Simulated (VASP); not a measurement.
# Re2B3 (P-3m1) in VASP: single point with PBE

Aim: the single point of Re2B3 with PBE.

All numbers are computed with VASP 6.6.1; they aren't measurements. Logs are shortened: lines on timing, memory, paths and dates and some standing lists are left out, and cuts for length are marked.

### 1 The cell of the first run

The structure is trigonal, space group P-3m1 (No. 164). Conventional cell: a = 3.782 Å, b = 3.782 Å, c = 4.304 Å, α = 90.00°, β = 90.00°, γ = 120.00°. Re (site symmetry 3m) has 8 B at 2.14 to 2.39 Å within 2.8 Å. Within 3.2 Å of B (site symmetry -3m) lie 6 Re at 2.39 Å and 6 B at 2.49 Å. B (site symmetry 3m) has 5 Re at 2.14 to 2.20 Å and 6 B at 2.49 to 2.90 Å within 2.9 Å.

### 2 Single point, PBE

INCAR reads:

```
SYSTEM = Re2B3
ALGO = Normal ; EDIFF = 1E-6
ENCUT = 560 ; GGA = PE
GGA_COMPAT = .False. ; ISIF = 2
ISMEAR = 0 ; LASPH = .True.
LCHARG = .False. ; LREAL = .False.
LWAVE = .False. ; NBANDS = 28
NELM = 120 ; PREC = Accurate
SIGMA = 0.1
```

KPOINTS reads:

```
k-points
0
Gamma
  12 12 10
  0 0 0
```

POSCAR reads:

```
Re2B3
1.0
    3.7823699748      0.0000000000      0.0000000000
   -1.8911849874      3.2756284847      0.0000000000
    0.0000000000      0.0000000000      4.3036887684
Re B
2 3
Direct
    0.3333333333      0.6666666667      0.2249623372
    0.6666666667      0.3333333333      0.7750376628
    0.0000000000      0.0000000000      0.0000000000
    0.3333333333      0.6666666667      0.7216305840
    0.6666666667      0.3333333333      0.2783694160
```

Potentials or basis: VASP PAW PBE potentials, release 64 (Re_sv_GW, B).

Started as:

```bash
$ cat potpaw_PBE.64/Re_sv_GW/POTCAR potpaw_PBE.64/B/POTCAR > POTCAR
$ mpirun -np 1 vasp_std > vasp.out
```

OUTCAR:

```text
SYSTEM = Re2B3
   EDIFF = 1E-6
   ENCUT = 560
   GGA = PE
   ISIF = 2
   ISMEAR = 0
   LASPH = .True.
   LREAL = .False.
   NELM = 120
   PREC = Accurate

 ion  position               nearest neighbor table
   1  0.333  0.667  0.225-   4 2.14   4 2.17   5 2.20   5 2.20   5 2.20   3 2.39   3 2.39   3 2.39
                             2 2.92   2 2.92   2 2.92   2 3.22   2 3.22   2 3.22
   2  0.667  0.333  0.775-   5 2.14   5 2.17   4 2.20   4 2.20   4 2.20   3 2.39   3 2.39   3 2.39
                             1 2.92   1 2.92   1 2.92   1 3.22   1 3.22   1 3.22
   3  0.000  0.000  0.000-   1 2.39   2 2.39   2 2.39   1 2.39   2 2.39   1 2.39
   4  0.333  0.667  0.722-   1 2.14   1 2.17   2 2.20   2 2.20   2 2.20
   5  0.667  0.333  0.278-   2 2.14   2 2.17   1 2.20   1 2.20   1 2.20

  LATTYP: Found a hexagonal cell.
 ALAT       =     3.7823699748
 C/A-ratio  =     1.1378286093

  Lattice vectors:

 A1 = (   3.7823699748,   0.0000000000,   0.0000000000)
 A2 = (  -1.8911849874,   3.2756284847,   0.0000000000)
 A3 = (   0.0000000000,   0.0000000000,   4.3036887684)

Analysis of symmetry for initial positions (statically):
=====================================================================
 Subroutine PRICEL returns:
 Original cell was already a primitive cell.

 Routine SETGRP: Setting up the symmetry group for a
 hexagonal supercell.

 Subroutine GETGRP returns: Found 12 space group operations
 (whereof 12 operations were pure point group operations)
 out of a pool of 24 trial point group operations.

The static configuration has the point symmetry D_3d.

Analysis of symmetry for dynamics (positions and initial velocities):
=====================================================================
 Subroutine PRICEL returns:
 Original cell was already a primitive cell.

 Routine SETGRP: Setting up the symmetry group for a
 hexagonal supercell.

 Subroutine GETGRP returns: Found 12 space group operations
 (whereof 12 operations were pure point group operations)
 out of a pool of 24 trial point group operations.

The dynamic configuration has the point symmetry D_3d.

 Subroutine INISYM returns: Found 12 space group operations
 (whereof 12 operations are pure point group operations),
 and found     1 'primitive' translations

----------------------------------------------------------------------------------------

                                     Primitive cell

  volume of cell :      53.3211

  direct lattice vectors                    reciprocal lattice vectors
     3.782369975  0.000000000  0.000000000     0.264384501  0.152642463  0.000000000
    -1.891184987  3.275628485  0.000000000     0.000000000  0.305284926  0.000000000
     0.000000000  0.000000000  4.303688768     0.000000000  0.000000000  0.232358810

  length of vectors
     3.782369975  3.782369975  4.303688768     0.305284926  0.305284926  0.232358810

  position of ions in fractional coordinates (direct lattice)
     0.333333333  0.666666667  0.224962337
     0.666666667  0.333333333  0.775037663
     0.000000000  0.000000000  0.000000000
     0.333333333  0.666666667  0.721630584
     0.666666667  0.333333333  0.278369416

  ion indices of the primitive-cell ions
   primitive index   ion index
                 1           1
                 2           2
                 3           3
                 4           4
                 5           5

----------------------------------------------------------------------------------------

 KPOINTS: k-points

Automatic generation of k-mesh.
 Grid dimensions read from file:
 generate k-points for:   12   12   10

 Generating k-lattice:

  Cartesian coordinates                     Fractional coordinates (reciprocal lattice)
     0.022032042  0.012720205  0.000000000     0.083333333  0.000000000  0.000000000
     0.000000000  0.025440411  0.000000000     0.000000000  0.083333333  0.000000000
     0.000000000  0.000000000  0.023235881     0.000000000  0.000000000  0.100000000

  Length of vectors
     0.025440411  0.025440411  0.023235881

  Shift w.r.t. Gamma in fractional coordinates (k-lattice)
     0.000000000  0.000000000  0.000000000

 Subroutine IBZKPT returns following result:
 ===========================================

 Found    162 irreducible k-points:

 Following reciprocal coordinates:
            Coordinates               Weight
  0.000000  0.000000  0.000000      1.000000
  0.083333  0.000000  0.000000      6.000000
  0.166667 -0.000000  0.000000      6.000000
  0.250000 -0.000000  0.000000      6.000000
  0.333333 -0.000000  0.000000      6.000000
  0.416667 -0.000000  0.000000      6.000000
[... 16 lines left out ...]
  0.166667 -0.000000  0.100000      6.000000
  0.000000  0.166667  0.100000      6.000000
 [... further k-points ...]
   k-points           NKPTS =    162   k-points in BZ     NKDIM =    162   number of bands    NBANDS=     28
   number of dos      NEDOS =    301   number of ions     NIONS =      5
   total plane-waves  NPLWV =  32400
   dimension x,y,z NGX =    30 NGY =   30 NGZ =   36
   dimension x,y,z NGXF=    60 NGYF=   60 NGZF=   72
   ions per type =               2   3
   NGX,Y,Z   is equivalent  to a cutoff of  13.19, 13.19, 13.91 a.u.
   NGXF,Y,Z  is equivalent  to a cutoff of  26.37, 26.37, 27.81 a.u.
 SYSTEM =  Re2B3
   PREC   = accura    normal or accurate (medium, high low for compatibility)
   ISTART =      0    job   : 0-new  1-cont  2-samecut
   ICHARG =      2    charge: 1-file 2-atom 10-const
   ISPIN  =      1    spin polarized calculation?
   LNONCOLLINEAR =      F non collinear calculations
   LSORBIT =      F    spin-orbit coupling
   LASPH  =      T    aspherical Exc in radial PAW
   ENCUT  =  560.0 eV  41.16 Ry    6.42 a.u.   7.30  7.30  8.30*2*pi/ulx,y,z
   NELM   =    120;   NELMIN=  2; NELMDL= -5     # of ELM steps
   EDIFF  = 0.1E-05   stopping-criterion for ELM
   LREAL  =      F    real-space projection
[... 7 lines left out ...]
   TEBEG  =    0.0;   TEEND  =   0.0 temperature during run
   PSTRESS=    0.0 pullay stress
   NELECT =      39.0000    total number of electrons
   NUPDOWN=      -1.0000    fix difference up-down
   EMIN   =  10.00;   EMAX   =-10.00  energy-range for DOS
   EFERMI =   0.00;   METHOD = LEGACY
   ISMEAR =     0;   SIGMA  =   0.10  broadening in eV -4-tet -1-fermi 0-gaus
   EFERMI_NEDOS =   21; number of points for ismear=-14 and -15
   IALGO  =     38    algorithm
   IMIX   =      4    mixing-type and parameters
     AMIX     =   0.40;   BMIX     =  1.00
     AMIX_MAG =   1.60;   BMIX_MAG =  1.00
  volume/ion in A,a.u.               =      10.66        71.97
  Fermi-wavevector in a.u.,A,eV,Ry     =   1.475015  2.787375 29.601790  2.175670
  Thomas-Fermi vector in A             =   2.589716
   LORBIT       =      0    0 simple, 1 ext, 2 COOP (PROOUT), +10 PAW based schemes
   GGA     = PE    functional components
   LHFCALC =     F    Hartree Fock is set to
   AEXX    =    0.0000 exact exchange contribution
   IVDW    =     0    specifies the selected vdW correction
   LEPSILON=     F    determine dielectric tensor
   LRPA    =     F    only Hartree local field effects (RPA)
 non-spin polarized calculation
 Gauss-broadening in eV      SIGMA  =   0.10
  energy-cutoff  :      560.00
  volume of cell :       53.32
 maximum number of plane-waves:      1636
 NGX is ok and might be reduce to    30
   NGX = 15   NGY = 15   NGZ = 17

 number of electron      39.0000000 magnetization

 Free energy of the ion-electron system (eV)
  ---------------------------------------------------
  ext. energy  EPLUGINS =         0.00000000
  ---------------------------------------------------
  free energy    TOTEN  =       -45.78767345 eV

  energy without entropy =      -45.77943138  energy(sigma->0) =      -45.78355241

 E-fermi :  10.4497     XC(G=0): -12.9015

 val. band max:       10.4488912887   @ k =   0.0000   0.0000   0.5000
 cond. band min:      10.4563141345   @ k =   0.0833   0.0000   0.5000
 fundamental gap:      0.0074228458
 Fermi energy:        10.4496796853

 k-point     1 :       0.0000    0.0000    0.0000
  band No.  band energies     occupation
      1     -70.0744      2.00000
      2     -70.0389      2.00000
      3     -32.3393      2.00000
      4     -32.0045      2.00000
      5     -31.9495      2.00000
      6     -31.9495      2.00000
[... 20 lines left out ...]
     27      15.4914      0.00000
     28      17.4033      0.00000

 k-point     2 :       0.0833    0.0000    0.0000
  band No.  band energies     occupation
      1     -70.0738      2.00000
      2     -70.0393      2.00000
      3     -32.3349      2.00000
      4     -32.0147      2.00000
      5     -31.9524      2.00000
      6     -31.9449      2.00000
[... 20 lines left out ...]
     27      15.7292      0.00000
     28      17.4173      0.00000

 k-point     3 :       0.1667   -0.0000    0.0000
  band No.  band energies     occupation
      1     -70.0721      2.00000
      2     -70.0406      2.00000
      3     -32.3217      2.00000
      4     -32.0386      2.00000
      5     -31.9599      2.00000
      6     -31.9384      2.00000
[... 20 lines left out ...]
     27      15.7113      0.00000
     28      17.3166      0.00000

 k-point     4 :       0.2500   -0.0000    0.0000
  band No.  band energies     occupation
      1     -70.0696      2.00000
      2     -70.0431      2.00000
      3     -32.3015      2.00000
      4     -32.0690      2.00000
      5     -31.9701      2.00000
      6     -31.9345      2.00000
[... 20 lines left out ...]
     27      15.1776      0.00000
     28      17.1485      0.00000

 k-point     5 :       0.3333   -0.0000    0.0000
  band No.  band energies     occupation
      1     -70.0664      2.00000
      2     -70.0458      2.00000
      3     -32.2765      2.00000
      4     -32.1011      2.00000
      5     -31.9795      2.00000
      6     -31.9332      2.00000
[... 20 lines left out ...]
     27      15.5236      0.00000
     28      17.1218      0.00000

 k-point     6 :       0.4167   -0.0000    0.0000
  band No.  band energies     occupation
      1     -70.0633      2.00000
      2     -70.0487      2.00000
      3     -32.2518      2.00000
      4     -32.1298      2.00000
      5     -31.9862      2.00000
      6     -31.9337      2.00000
[... 463 lines left out ...]
      5     -31.9495      2.00000
      6     -31.9422      2.00000
[... 20 lines left out ...]
     27      16.3050      0.00000
     28      17.5329      0.00000

 k-point    22 :       0.0000    0.0833    0.1000
  band No.  band energies     occupation
      1     -70.0732      2.00000
      2     -70.0398      2.00000
      3     -32.3285      2.00000
      4     -32.0216      2.00000
      5     -31.9493      2.00000
      6     -31.9427      2.00000
[... 20 lines left out ...]
     27      16.0219      0.00000
     28      17.5396      0.00000

 k-point    23 :       0.1667   -0.0000    0.1000
  band No.  band energies     occupation
      1     -70.0717      2.00000
      2     -70.0413      2.00000
      3     -32.3168      2.00000
      4     -32.0469      2.00000
      5     -31.9571      2.00000
      6     -31.9346      2.00000
[... 20 lines left out ...]
     27      16.1480      0.00000
     28      17.5046      0.00000

 k-point    24 :       0.0000    0.1667    0.1000
  band No.  band energies     occupation
      1     -70.0717      2.00000
      2     -70.0413      2.00000
      3     -32.3170      2.00000
      4     -32.0454      2.00000
      5     -31.9569      2.00000
      6     -31.9368      2.00000
[... 20 lines left out ...]
     27      15.6366      0.00000
     28      17.4437      0.00000

 [... further k-points ...]

------------------------ aborting loop because EDIFF is reached ----------------------------------------

  FORCE on cell =-STRESS in cart. coord.  units (eV):
  Direction    XX          YY          ZZ          XY          YZ          ZX
  --------------------------------------------------------------------------------------
  -------------------------------------------------------------------------------------
  Total       -0.2473119     -0.2473119     -0.2306982      0.0000000      0.0000000      0.0000000
  in kB       -7.4311497     -7.4311497     -6.9319480      0.0000000      0.0000000      0.0000000
  external PRESSURE =      -7.2647492 kB  Pullay stress =       0.0000000 kB

 VOLUME and BASIS-vectors are now :
 -----------------------------------------------------------------------------
  energy-cutoff  :      560.00
  volume of cell :       53.32
      direct lattice vectors                 reciprocal lattice vectors
     3.782369975  0.000000000  0.000000000     0.264384501  0.152642463  0.000000000
    -1.891184987  3.275628485  0.000000000     0.000000000  0.305284926  0.000000000
     0.000000000  0.000000000  4.303688768     0.000000000  0.000000000  0.232358810

 POSITION                                       TOTAL-FORCE (eV/Angst)
 -----------------------------------------------------------------------------------
     -0.00000      2.18375      0.96817        -0.000000      0.000000      0.005932
      1.89118      1.09188      3.33552         0.000000      0.000000     -0.005932
      0.00000      0.00000      0.00000        -0.000000      0.000000     -0.000000
     -0.00000      2.18375      3.10567        -0.000000      0.000000     -0.003722
      1.89118      1.09188      1.19802         0.000000     -0.000000      0.003722
 -----------------------------------------------------------------------------------
    total drift:                                0.000000      0.000000     -0.000000

  FREE ENERGIE OF THE ION-ELECTRON SYSTEM (eV)
  ---------------------------------------------------
  free  energy   TOTEN  =       -45.7876734473 eV

  energy  without entropy=      -45.7794313799  energy(sigma->0) =      -45.78355241
```

Wall time 4 min (1 thread of Intel Xeon 6975P-C (Granite Rapids), shared host); peak memory 0.34 GiB.

Results:

```yaml
Free_energy: -45.7877 eV
Pressure: -0.7 GPa
Largest_force: 0.006 eV/Å
Band_gap_on_the_k_mesh: zero (an odd number of electrons rules out a gap without spin polarisation)
```

Forces in eV/Å, atoms in the order of the input:
```
Re   0.000  0.000  0.006
Re   0.000  0.000 -0.006
B    0.000  0.000  0.000
B    0.000  0.000 -0.004
B    0.000  0.000  0.004
```

Caveat: spin-orbit coupling is left out, which moves the levels of the heavy elements; an odd number of electrons without spin polarisation forces a metal; a magnetic or distorted state may lie lower.
